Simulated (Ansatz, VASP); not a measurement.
Sn in VASP and in Ansatz

```
CELL_PARAMETERS angstrom
3.22448 0.00000 0.00000
-1.61224 2.79249 0.00000
0.00000 0.00000 6.40479
ATOMIC_POSITIONS crystal
Sn 0.00000 0.00000 0.74994
Sn 0.00000 0.00000 0.25006
```

Alike in both runs: functional PBE; k mesh 6 × 6 × 4; occupations gaussian, width 0.1 eV; no spin polarisation.

Ansatz relaxed the structure, and its values are those at the end. VASP's run is a single point on that final structure, the one shown.

```csv
,VASP,Ansatz
version,VASP 6.6.1,Ansatz 0.2.0
potentials or method,"VASP PAW PBE potentials, release 64 (Sn_d), cutoff 520 eV","scalar-relativistic, plane waves, PAW"
valence electrons in the cell,28,28
```

```csv
,VASP,Ansatz,Ansatz less VASP
gap on the k mesh at the Fermi level (eV),none,none,-
pressure (GPa),-0.2,-0.2,+0.07
```

A gap of «none» marks a metal or a gap that the smearing closes. With one functional, cell and mesh, what is left measures potentials, basis and numerics.

The k mesh is coarse, so the values compare programs but aren't converged.
